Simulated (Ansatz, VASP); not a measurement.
## As, level by level in two programs

```xyz
2
Lattice="1.8682 1.0786 3.4905 -1.8682 1.0786 3.4905 0.0000 -2.1572 3.4905" Properties=species:S:1:pos:R:3 pbc="T T T"
As    0.0000    0.0000    2.3665
As    0.0000    0.0000    8.1049
```

Single points on this cell with VASP 6.6.1 and Ansatz 0.2.0. Each row is one pair of runs. Alike in all rows: spin: off; smearing: fermi-dirac, width 0.05 eV.

| level | k mesh | VASP's potentials, cutoff | Ansatz's potentials, cutoff | gap on the k mesh at the Fermi level (eV), VASP | gap on the k mesh at the Fermi level (eV), Ansatz | pressure (GPa), VASP | pressure (GPa), Ansatz | rms of the force components (eV/Å), VASP | rms of the force components (eV/Å), Ansatz |
| --- | --- | --- | --- | --- | --- | --- | --- | --- | --- |
| PBE0 | 4 × 4 × 4 | VASP PAW PBE potentials, release 64 (As), 520 eV | Ansatz PAW, 420 eV | 0.99 | 0.86 | 2.3 | 2.7 | 0.036 | 0.044 |
| LDA | 9 × 9 × 9 | VASP PAW LDA potentials, release 64 (As_d), 600 eV | Ansatz PAW, 420 eV | none | none | 0.4 | 0.2 | 0.251 | 0.229 |
| r2SCAN | 9 × 9 × 9 | VASP PAW PBE potentials, release 64 (As_d), 660 eV | Ansatz PAW, 500 eV | none | none | 3.6 | 3.6 | 0.181 | 0.166 |

Gap on the k mesh at the fermi level (eV): the two programs differ by at most 0.126; pressure (GPa): the two programs differ by at most 0.46; rms of the force components (eV/Å): the two programs differ by at most 0.0215.

VASP's potentials hold 10 valence electrons a cell and Ansatz's 30 in some rows, so a difference there can come from the potentials and not from the codes.

A gap of «none» marks a metal or a gap that the smearing closes.

The k mesh is coarse in some rows, so the values compare programs but aren't converged.
